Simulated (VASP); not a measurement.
# SiNi (Pmmn) in VASP: a series of runs

SiNi is run at these levels: PBEsol; tasks: single point.

Program: VASP 6.6.1. These are calculated values, not measurements. Logs are shortened: lines on timing, memory, paths and dates and some standing lists are left out, and cuts for length are marked.

### 1 The cell of the first run

The structure is orthorhombic, space group Pmmn (No. 59). Conventional cell: a = 2.950 Å, b = 3.186 Å, c = 4.717 Å, α = 90.00°, β = 90.00°, γ = 90.00°. Si (site symmetry mm2) has 6 Ni at 2.34 to 2.36 Å and 8 Si at 2.63 to 3.19 Å within 3.2 Å. Within 3.2 Å of Ni (site symmetry mm2) lie 6 Si at 2.34 to 2.36 Å and 8 Ni at 2.63 to 3.19 Å.

### 2 Single point, PBEsol (biaxial strain in the a-b plane: -1.5 %, then relaxed in part)

Input file INCAR:

```
SYSTEM = SiNi
  PREC = Accurate
  ENCUT = 520
  EDIFF = 1E-6
  ISMEAR = 0
  SIGMA = 0.1
  LREAL = .FALSE.
  LASPH = .TRUE.
  NELM = 80
  ALGO = Normal
  ISIF = 2
  LWAVE = .FALSE.
  LCHARG = .TRUE.
  GGA = PS
  LELF = .TRUE.
  LVHAR = .TRUE.
  NBANDS = 22
```

Input file KPOINTS:

```
regular mesh
0
G
  18 16 12
  0 0 0
```

Input file POSCAR:

```
SiNi
1.0
    2.9498666834      0.0000000000      0.0000000000
    0.0000000000      3.1860784499      0.0000000000
    0.0000000000      0.0000000000      4.7171333849
Si Ni
2 2
Direct
    0.5000000000      0.5000000000      0.8429018228
    0.0000000000      0.0000000000      0.1570981772
    0.5000000000      0.5000000000      0.3429704198
    0.0000000000      0.0000000000      0.6570295802
```

Potentials or basis: VASP PAW PBE potentials, release 64 (Si, Ni).

Started as:

```bash
$ cat potpaw_PBE.64/Si/POTCAR potpaw_PBE.64/Ni/POTCAR > POTCAR
$ mpirun -np 1 vasp_std > vasp.out
```

OUTCAR:

```text
SYSTEM = SiNi
   PREC = Accurate
   ENCUT = 520
   EDIFF = 1E-6
   ISMEAR = 0
   LREAL = .FALSE.
   LASPH = .TRUE.
   NELM = 80
   ISIF = 2
   GGA = PS

 ion  position               nearest neighbor table
   1  0.500  0.500  0.843-   4 2.34   4 2.34   4 2.34   4 2.34   3 2.36   3 2.36   2 2.63   2 2.63
                             2 2.63   2 2.63
   2  0.000  0.000  0.157-   3 2.34   3 2.34   3 2.34   3 2.34   4 2.36   4 2.36   1 2.63   1 2.63
                             1 2.63   1 2.63
   3  0.500  0.500  0.343-   2 2.34   2 2.34   2 2.34   2 2.34   1 2.36   1 2.36   4 2.63   4 2.63
                             4 2.63   4 2.63
   4  0.000  0.000  0.657-   1 2.34   1 2.34   1 2.34   1 2.34   2 2.36   2 2.36   3 2.63   3 2.63
                             3 2.63   3 2.63

  LATTYP: Found a simple orthorhombic cell.
 ALAT       =     2.9498666834
 B/A-ratio  =     1.0800754040
 C/A-ratio  =     1.5991005327

  Lattice vectors:

 A1 = (   2.9498666834,   0.0000000000,   0.0000000000)
 A2 = (   0.0000000000,   3.1860784499,   0.0000000000)
 A3 = (   0.0000000000,   0.0000000000,   4.7171333849)

Analysis of symmetry for initial positions (statically):
=====================================================================
 Subroutine PRICEL returns:
 Original cell was already a primitive cell.

 Routine SETGRP: Setting up the symmetry group for a
 simple orthorhombic supercell.

 Subroutine GETGRP returns: Found  8 space group operations
 (whereof  4 operations were pure point group operations)
 out of a pool of  8 trial point group operations.

The static configuration has the point symmetry C_2v.
 The point group associated with its full space group is D_2h.

Analysis of symmetry for dynamics (positions and initial velocities):
=====================================================================
 Subroutine PRICEL returns:
 Original cell was already a primitive cell.

 Routine SETGRP: Setting up the symmetry group for a
 simple orthorhombic supercell.

 Subroutine GETGRP returns: Found  8 space group operations
 (whereof  4 operations were pure point group operations)
 out of a pool of  8 trial point group operations.

The dynamic configuration has the point symmetry C_2v.
 The point group associated with its full space group is D_2h.

 Subroutine INISYM returns: Found  8 space group operations
 (whereof  4 operations are pure point group operations),
 and found     1 'primitive' translations

----------------------------------------------------------------------------------------

                                     Primitive cell

  volume of cell :      44.3340

  direct lattice vectors                    reciprocal lattice vectors
     2.949866683  0.000000000  0.000000000     0.338998371  0.000000000  0.000000000
     0.000000000  3.186078450  0.000000000     0.000000000  0.313865467  0.000000000
     0.000000000  0.000000000  4.717133385     0.000000000  0.000000000  0.211993157

  length of vectors
     2.949866683  3.186078450  4.717133385     0.338998371  0.313865467  0.211993157

  position of ions in fractional coordinates (direct lattice)
     0.500000000  0.500000000  0.842901823
     0.000000000  0.000000000  0.157098177
     0.500000000  0.500000000  0.342970420
     0.000000000  0.000000000  0.657029580

  ion indices of the primitive-cell ions
   primitive index   ion index
                 1           1
                 2           2
                 3           3
                 4           4

----------------------------------------------------------------------------------------

 KPOINTS: regular mesh

Automatic generation of k-mesh.
 Grid dimensions read from file:
 generate k-points for:   18   16   12

 Generating k-lattice:

  Cartesian coordinates                     Fractional coordinates (reciprocal lattice)
     0.018833243  0.000000000  0.000000000     0.055555556  0.000000000  0.000000000
     0.000000000  0.019616592  0.000000000     0.000000000  0.062500000  0.000000000
     0.000000000  0.000000000  0.017666096     0.000000000  0.000000000  0.083333333

  Length of vectors
     0.018833243  0.019616592  0.017666096

  Shift w.r.t. Gamma in fractional coordinates (k-lattice)
     0.000000000  0.000000000  0.000000000

 Subroutine IBZKPT returns following result:
 ===========================================

 Found    630 irreducible k-points:

 Following reciprocal coordinates:
            Coordinates               Weight
  0.000000  0.000000  0.000000      1.000000
  0.055556  0.000000  0.000000      2.000000
  0.111111  0.000000  0.000000      2.000000
  0.166667  0.000000  0.000000      2.000000
  0.222222  0.000000  0.000000      2.000000
  0.277778  0.000000  0.000000      2.000000
[... 16 lines left out ...]
  0.111111  0.125000  0.000000      4.000000
  0.166667  0.125000  0.000000      4.000000
 [... further k-points ...]
   k-points           NKPTS =    630   k-points in BZ     NKDIM =    630   number of bands    NBANDS=     22
   number of dos      NEDOS =    301   number of ions     NIONS =      4
   total plane-waves  NPLWV =  20736
   dimension x,y,z NGX =    24 NGY =   24 NGZ =   36
   dimension x,y,z NGXF=    48 NGYF=   48 NGZF=   72
   ions per type =               2   2
   NGX,Y,Z   is equivalent  to a cutoff of  13.53, 12.52, 12.69 a.u.
   NGXF,Y,Z  is equivalent  to a cutoff of  27.05, 25.05, 25.37 a.u.
 SYSTEM =  SiNi
   PREC   = accura    normal or accurate (medium, high low for compatibility)
   ISTART =      0    job   : 0-new  1-cont  2-samecut
   ICHARG =      2    charge: 1-file 2-atom 10-const
   ISPIN  =      1    spin polarized calculation?
   LNONCOLLINEAR =      F non collinear calculations
   LSORBIT =      F    spin-orbit coupling
   LASPH  =      T    aspherical Exc in radial PAW
   ENCUT  =  520.0 eV  38.22 Ry    6.18 a.u.   5.48  5.92  8.77*2*pi/ulx,y,z
   NELM   =     80;   NELMIN=  2; NELMDL= -5     # of ELM steps
   EDIFF  = 0.1E-05   stopping-criterion for ELM
   LREAL  =      F    real-space projection
[... 7 lines left out ...]
   TEBEG  =    0.0;   TEEND  =   0.0 temperature during run
   PSTRESS=    0.0 pullay stress
   NELECT =      28.0000    total number of electrons
   NUPDOWN=      -1.0000    fix difference up-down
   EMIN   =  10.00;   EMAX   =-10.00  energy-range for DOS
   EFERMI =   0.00;   METHOD = LEGACY
   ISMEAR =     0;   SIGMA  =   0.10  broadening in eV -4-tet -1-fermi 0-gaus
   EFERMI_NEDOS =   21; number of points for ismear=-14 and -15
   IALGO  =     38    algorithm
   IMIX   =      4    mixing-type and parameters
     AMIX     =   0.40;   BMIX     =  1.00
     AMIX_MAG =   1.60;   BMIX_MAG =  1.00
  volume/ion in A,a.u.               =      11.08        74.80
  Fermi-wavevector in a.u.,A,eV,Ry     =   1.404587  2.654284 26.842436  1.972863
  Thomas-Fermi vector in A             =   2.527133
   LORBIT       =      0    0 simple, 1 ext, 2 COOP (PROOUT), +10 PAW based schemes
   GGA     = PS    functional components
   LHFCALC =     F    Hartree Fock is set to
   AEXX    =    0.0000 exact exchange contribution
   IVDW    =     0    specifies the selected vdW correction
   LEPSILON=     F    determine dielectric tensor
   LRPA    =     F    only Hartree local field effects (RPA)
 non-spin polarized calculation
 Gauss-broadening in eV      SIGMA  =   0.10
  energy-cutoff  :      520.00
  volume of cell :       44.33
 maximum number of plane-waves:      1214
 NGX is ok and might be reduce to    24
   NGX = 11   NGY = 11   NGZ = 17

 number of electron      27.9999979 magnetization

 Free energy of the ion-electron system (eV)
  ---------------------------------------------------
  ext. energy  EPLUGINS =         0.00000000
  ---------------------------------------------------
  free energy    TOTEN  =       -25.93920474 eV

  energy without entropy =      -25.93333969  energy(sigma->0) =      -25.93627222

 E-fermi :  11.9239     XC(G=0): -12.8138

 val. band max:       11.9165059329   @ k =   0.1111   0.0625   0.2500
 cond. band min:      11.9259559318   @ k =   0.2778   0.3125   0.0833
 fundamental gap:      0.0094499989
 Fermi energy:        11.9239339013

 k-point     1 :       0.0000    0.0000    0.0000
  band No.  band energies     occupation
      1      -2.4026      2.00000
      2       3.4068      2.00000
      3       4.9898      2.00000
      4       7.4819      2.00000
      5       8.1893      2.00000
      6       8.7703      2.00000
[... 14 lines left out ...]
     21      20.1866      0.00000
     22      21.1618      0.00000

 k-point     2 :       0.0556    0.0000    0.0000
  band No.  band energies     occupation
      1      -2.3507      2.00000
      2       3.4470      2.00000
      3       5.0320      2.00000
      4       7.4708      2.00000
      5       8.2072      2.00000
      6       8.7399      2.00000
[... 14 lines left out ...]
     21      20.2459      0.00000
     22      21.2009      0.00000

 k-point     3 :       0.1111    0.0000    0.0000
  band No.  band energies     occupation
      1      -2.1954      2.00000
      2       3.5650      2.00000
      3       5.1571      2.00000
      4       7.4033      2.00000
      5       8.2591      2.00000
      6       8.6559      2.00000
[... 14 lines left out ...]
     21      20.4232      0.00000
     22      21.2934      0.00000

 k-point     4 :       0.1667    0.0000    0.0000
  band No.  band energies     occupation
      1      -1.9375      2.00000
      2       3.7513      2.00000
      3       5.3604      2.00000
      4       7.1628      2.00000
      5       8.3376      2.00000
      6       8.5064      2.00000
[... 14 lines left out ...]
     21      20.9066      0.00000
     22      21.4258      0.00000

 k-point     5 :       0.2222    0.0000    0.0000
  band No.  band energies     occupation
      1      -1.5788      2.00000
      2       3.9797      2.00000
      3       5.6324      2.00000
      4       6.6355      2.00000
      5       8.3423      2.00000
      6       8.4195      2.00000
[... 14 lines left out ...]
     21      21.5911      0.00000
     22      21.6630      0.00000

 k-point     6 :       0.2778    0.0000    0.0000
  band No.  band energies     occupation
      1      -1.1216      2.00000
      2       4.1618      2.00000
      3       5.9562      2.00000
      4       5.9618      2.00000
      5       8.1994      2.00000
      6       8.3353      2.00000
[... 14 lines left out ...]
     21      21.6364      0.00000
     22      21.7581      0.00000

 k-point     7 :       0.3333    0.0000    0.0000
  band No.  band energies     occupation
      1      -0.5692      2.00000
      2       3.9925      2.00000
      3       5.5858      2.00000
      4       6.3006      2.00000
      5       8.0862      2.00000
      6       8.2415      2.00000
[... 324 lines left out ...]
      6       7.7097      2.00000
[... 14 lines left out ...]
     21      21.2269      0.00000
     22      21.2269      0.00000

 k-point    21 :       0.0000    0.1250    0.0000
  band No.  band energies     occupation
      1      -2.1786      2.00000
      2       3.5362      2.00000
      3       5.1730      2.00000
      4       7.0886      2.00000
      5       8.0969      2.00000
      6       8.7743      2.00000
[... 14 lines left out ...]
     21      22.0477      0.00000
     22      22.1461      0.00000

 k-point    22 :       0.0556    0.1250    0.0000
  band No.  band energies     occupation
      1      -2.1271      2.00000
      2       3.5750      2.00000
      3       5.2144      2.00000
      4       7.1052      2.00000
      5       8.1017      2.00000
      6       8.6793      2.00000
[... 14 lines left out ...]
     21      21.2429      0.00000
     22      21.9998      0.00000

 k-point    23 :       0.1111    0.1250    0.0000
  band No.  band energies     occupation
      1      -1.9728      2.00000
      2       3.6888      2.00000
      3       5.3368      2.00000
      4       7.1342      2.00000
      5       8.1080      2.00000
      6       8.5346      2.00000
[... 14 lines left out ...]
     21      20.3760      0.00000
     22      21.6151      0.00000

 k-point    24 :       0.1667    0.1250    0.0000
  band No.  band energies     occupation
      1      -1.7168      2.00000
      2       3.8680      2.00000
      3       5.5351      2.00000
      4       7.0748      2.00000
      5       8.0689      2.00000
      6       8.3028      2.00000
[... 14 lines left out ...]
     21      20.6711      0.00000
     22      21.1219      0.00000

 [... further k-points ...]

------------------------ aborting loop because EDIFF is reached ----------------------------------------

  FORCE on cell =-STRESS in cart. coord.  units (eV):
  Direction    XX          YY          ZZ          XY          YZ          ZX
  --------------------------------------------------------------------------------------
  -------------------------------------------------------------------------------------
  Total        1.3515808      1.6933653      0.1307043      0.0000000      0.0000000      0.0000000
  in kB       48.8444903     61.1961674      4.7234962      0.0000000      0.0000000      0.0000000
  external PRESSURE =      38.2547180 kB  Pullay stress =       0.0000000 kB

 VOLUME and BASIS-vectors are now :
 -----------------------------------------------------------------------------
  energy-cutoff  :      520.00
  volume of cell :       44.33
      direct lattice vectors                 reciprocal lattice vectors
     2.949866683  0.000000000  0.000000000     0.338998371  0.000000000  0.000000000
     0.000000000  3.186078450  0.000000000     0.000000000  0.313865467  0.000000000
     0.000000000  0.000000000  4.717133385     0.000000000  0.000000000  0.211993157

 POSITION                                       TOTAL-FORCE (eV/Angst)
 -----------------------------------------------------------------------------------
      1.47493      1.59304      3.97608         0.000000      0.000000      0.001246
      0.00000      0.00000      0.74105         0.000000      0.000000     -0.001246
      1.47493      1.59304      1.61784         0.000000      0.000000      0.012743
      0.00000      0.00000      3.09930         0.000000      0.000000     -0.012743
 -----------------------------------------------------------------------------------
    total drift:                                0.000000     -0.000000      0.000000

  FREE ENERGIE OF THE ION-ELECTRON SYSTEM (eV)
  ---------------------------------------------------
  free  energy   TOTEN  =       -25.9392047443 eV

  energy  without entropy=      -25.9333396934  energy(sigma->0) =      -25.93627222
```

It took 3.5 min on 1 thread of Intel Xeon 6975P-C (Granite Rapids), shared host; peak memory 0.57 GiB.

What came out:

| Quantity | Value |
| --- | --- |
| Free energy | -25.9392 eV |
| Pressure | 3.8 GPa |
| Largest force | 0.013 eV/Å |
| Band gap on the k mesh | zero (bands 14 and 15 overlap by 2.14 eV) |

Forces on the atoms (eV/Å):
```
Si   0.000  0.000  0.001
Si   0.000  0.000 -0.001
Ni   0.000  0.000  0.013
Ni   0.000  0.000 -0.013
```

Stress tensor (GPa, compression positive):
```
4.88 0.00 0.00
0.00 6.12 0.00
0.00 0.00 0.47
```

Caveat: the cell differs from its parent crystal (biaxial strain in the a-b plane: -1.5 %, then relaxed in part); the stress differs along the axes, from 0 to 6 GPa; the PAW data sets were made with another functional, which shifts forces and pressure a little. Spin polarisation is off, so any magnetic state and its effect on volume and gap are missing.

### 3 Single point, PBEsol

This run uses another cell than the first one, of 11.32 Å³/atom.

Input file INCAR:

```
SYSTEM = SiNi
  ALGO = Normal
  EDIFF = 1E-6
  ENCUT = 520
  GGA = PS
  ISIF = 2
  ISMEAR = 0
  LASPH = .TRUE.
  LCHARG = .FALSE.
  LREAL = .FALSE.
  LWAVE = .FALSE.
  NBANDS = 22
  NELM = 80
  PREC = Accurate
  SIGMA = 0.1
```

Input file KPOINTS:

```
k-points
0
G
  18 16 12
  0 0 0
```

Input file POSCAR:

```
SiNi
1.0
    2.9947885111      0.0000000000      0.0000000000
    0.0000000000      3.2345974111      0.0000000000
    0.0000000000      0.0000000000      4.6724690140
Si Ni
2 2
Direct
    0.5000000000      0.5000000000      0.8426091518
    0.0000000000      0.0000000000      0.1573908482
    0.5000000000      0.5000000000      0.3432947122
    0.0000000000      0.0000000000      0.6567052878
```

Potentials or basis: VASP PAW PBE potentials, release 64 (Si, Ni).

Started as:

```bash
$ cat potpaw_PBE.64/Si/POTCAR potpaw_PBE.64/Ni/POTCAR > POTCAR
$ mpirun -np 1 vasp_std > vasp.out
```

Wall time 3.1 min (1 thread of Intel Xeon 6975P-C (Granite Rapids), shared host); peak memory 0.59 GiB.

The run converged. Its results:

- Free energy: -25.9623 eV
- Pressure: 0.3 GPa
- Largest force: 0.013 eV/Å
- Band gap on the k mesh: zero (bands 14 and 15 overlap by 2.41 eV)

Forces in eV/Å, atoms in the order of the input:
```
Si   0.000  0.000  0.001
Si   0.000  0.000 -0.001
Ni   0.000  0.000  0.013
Ni   0.000  0.000 -0.013
```

Stress tensor (GPa, compression positive):
```
0.00 0.00 0.00
0.00 0.56 0.00
0.00 0.00 0.34
```

Levels at points of the mesh, in eV from the Fermi level:
```
           k point  band 11  band 12  band 13  band 14  band 15  band 16  band 17  band 18
(0.00, 0.00, 0.00)    -2.38    -2.04    -2.00    -1.03     0.82     3.14     5.18     5.50
(0.50, 0.00, 0.00)    -2.56    -2.56    -1.67    -1.67     1.72     1.72     3.65     3.65
(0.00, 0.50, 0.00)    -2.30    -2.30    -2.10    -2.10     1.29     1.29     4.74     4.74
(0.50, 0.50, 0.00)    -2.02    -2.02    -1.66    -1.66     1.60     1.60     2.02     2.02
(0.00, 0.00, 0.50)    -2.76    -2.09     1.33     2.00     2.11     2.62     2.77     3.71
(0.50, 0.00, 0.50)    -2.21    -2.21    -1.49    -1.49     3.89     3.89     5.46     5.46
(0.00, 0.50, 0.50)    -2.06    -2.06    -1.96    -1.96     5.14     5.14     5.35     5.35
(0.50, 0.50, 0.50)    -2.04    -2.04    -1.60    -1.60    -0.38    -0.38     1.04     1.04
```

Caveat: the PAW data sets were made with another functional, which shifts forces and pressure a little. Spin polarisation is off, so any magnetic state and its effect on volume and gap are missing.
